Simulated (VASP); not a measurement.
Here is a VASP 6.6.1 calculation.

INCAR

```
PREC = Accurate
ENCUT = 520
EDIFF = 1E-7
ISMEAR = 0
SIGMA = 0.1
LREAL = F
LASPH = T
NELM = 80
ALGO = Normal
ISIF = 2
LWAVE = F
LCHARG = F
GGA = PS
NBANDS = 13
```

The input KPOINTS:

```
Automatic mesh
0
Gamma
  20 20 20
```

Contents of POSCAR:

```
Ru
1.0
   -1.5092096699      1.5092096699      1.5092096699
    1.5092096699     -1.5092096699      1.5092096699
    1.5092096699      1.5092096699     -1.5092096699
Ru
1
Direct
    0.0000000000      0.0000000000      0.0000000000
```

Potentials or basis: VASP PAW PBE potentials, release 64 (Ru_pv).

Run with:

```bash
$ cat potpaw_PBE.64/Ru_pv/POTCAR > POTCAR
$ mpirun -np 1 vasp_std > vasp.out
```

Q: Estimate the pressure.

A: -0.1 GPa.

Q: Estimate the band gap on the k mesh.

A: Zero (bands 7 and 8 overlap by 3.70 eV).

Caveat: the PAW data sets were made with another functional, which shifts forces and pressure a little.
